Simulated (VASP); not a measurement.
## AlNi: single point with PBEsol

AlNi:

```
CELL_PARAMETERS angstrom
0.00000 -2.86182 0.00000
0.00000 0.00000 -2.86182
9.28547 -0.23849 -0.23849
ATOMIC_POSITIONS crystal
Al 0.99358 0.99358 0.07705
Al 0.96790 0.96790 0.38526
Al 0.94221 0.94221 0.69346
Ni 0.42937 0.42937 0.84756
Ni 0.48074 0.48074 0.23115
Ni 0.45505 0.45505 0.53936
```

This cell differs from its parent crystal: the part above a cut slid along it.

```
Program             : VASP 6.6.1
Task                : single point
Functional          : PBEsol
Potentials or basis : VASP PAW PBE potentials, release 64 (Al, Ni)
Cutoff              : 520 eV
k mesh              : 15 × 15 × 5
Occupations         : gaussian, width 0.15 eV
Spin                : no spin polarisation
```

```json
{
 "Pressure": "-6.3 GPa",
 "Largest force": "1.351 eV/Å",
 "Band gap on the k mesh": "zero (an odd number of electrons rules out a gap without spin polarisation)"
}
```

Forces on the atoms (eV/Å):
```
Al  -1.348  0.063  0.063
Al   0.030  0.009  0.009
Al   0.651 -0.040 -0.040
Ni   0.763 -0.020 -0.020
Ni  -0.034 -0.002 -0.002
Ni  -0.062 -0.009 -0.009
```

Stress tensor (GPa, compression positive):
```
-8.23  0.63  0.63
 0.63 -5.36  0.18
 0.63  0.18 -5.36
```

Levels at points of the mesh, in eV from the Fermi level:
```tsv
k point	band 15	band 16	band 17	band 18	band 19	band 20	band 21	band 22	band 23	band 24
(0.00, 0.00, 0.00)	-1.56	-1.34	-1.30	-1.09	-0.91	-0.23	4.07	5.95	5.95	6.88
```

It took 7.8 min on 1 thread of Intel(R) Xeon(R) 6975P-C (Granite Rapids) (shared host), peak memory 0.59 GiB.

Caveat: the cell differs from its parent crystal (the part above a cut slid along it); the cell stands under tension; the PAW data sets were made with another functional, which shifts forces and pressure a little. Spin polarisation is off, so any magnetic state and its effect on volume and gap are missing.
